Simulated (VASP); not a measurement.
A run of VASP 6.6.1 is set up as follows.

Contents of INCAR:

```
SYSTEM = AlN
PREC = Accurate
ENCUT = 520
EDIFF = 1E-6
ISMEAR = -1
SIGMA = 0.05
LREAL = .FALSE.
LASPH = .TRUE.
NELM = 60
ALGO = Normal
ISIF = 2
LWAVE = .FALSE.
LCHARG = .TRUE.
GGA = PE
IVDW = 13
LELF = .TRUE.
LVHAR = .TRUE.
NBANDS = 11
```

Contents of KPOINTS:

```
Automatic mesh
0
G
  11 11 11
  0 0 0
```

Contents of POSCAR:

```
AlN
1.0
    0.0000000000      2.0175458763      2.0175458763
    2.0175458763      0.0000000000      2.0175458763
    2.0175458763      2.0175458763      0.0000000000
Al N
1 1
Direct
    0.5000000000      0.5000000000      0.5000000000
    0.0000000000      0.0000000000      0.0000000000
```

Potentials or basis: VASP PAW PBE potentials, release 64 (Al, N).

The run is started by

```bash
$ cat potpaw_PBE.64/Al/POTCAR potpaw_PBE.64/N/POTCAR > POTCAR
$ mpirun -np 1 vasp_std > vasp.out
```

Task: Estimate the band gap on the k mesh.

Result: 4.80 eV, indirect (least direct gap 5.77 eV).

Task: Estimate the pressure.

Result: -0.3 GPa.

Task: What does it give for the dispersion energy per atom?

Result: -0.372 eV.

A k mesh can miss the band edges. A hybrid or GW would open this gap; PBE tends to underestimate it.
